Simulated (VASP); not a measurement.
Wanted: the native input for a VASP 6.6.1 run.

```yaml
Task: single point
Functional: PBE
Potentials_or_basis: VASP PAW PBE potentials, release 64 (Y_sv)
Cutoff: 500 eV
k_mesh: 12 × 12 × 12
Occupations: gaussian, width 0.1 eV
Spin: no spin polarisation
Dipole_correction: no
Further_INCAR_settings: ALGO = Normal; EDIFF = 1e-06; NBANDS = 12
```

The structure of Y lies in POSCAR:

```
Y
1.0
    3.2645186274      0.0000000000      0.0000000000
    0.0000000000      3.2645186274      0.0000000000
    0.0000000000      0.0000000000      3.2645186274
Y
1
Direct
    0.0000000000      0.0000000000      0.0000000000
```

This isn't the form of Y at room conditions, which is hcp.

One way to write it, as run:

INCAR

```
SYSTEM = Y
PREC = Accurate
ENCUT = 500
EDIFF = 1E-6
ISMEAR = 0
SIGMA = 0.1
LREAL = .FALSE.
LASPH = .TRUE.
NELM = 120
ALGO = Normal
ISIF = 2
LWAVE = .FALSE.
LCHARG = .TRUE.
GGA = PE
LELF = .TRUE.
LVHAR = .TRUE.
NBANDS = 12
GGA_COMPAT = .FALSE.
```

KPOINTS

```
regular mesh
0
G
  12 12 12
  0 0 0
```

Potentials or basis: VASP PAW PBE potentials, release 64 (Y_sv).

The run is started by

```console
$ cat potpaw_PBE.64/Y_sv/POTCAR > POTCAR
$ mpirun -np 1 vasp_std > vasp.out
```

Results of the run:

- Pressure: -0.1 GPa
- Band gap on the k mesh: zero (an odd number of electrons rules out a gap without spin polarisation)

Run time: 43 s on 1 thread of Intel Xeon 8259CL, on a shared host, peak memory 0.17 GiB.
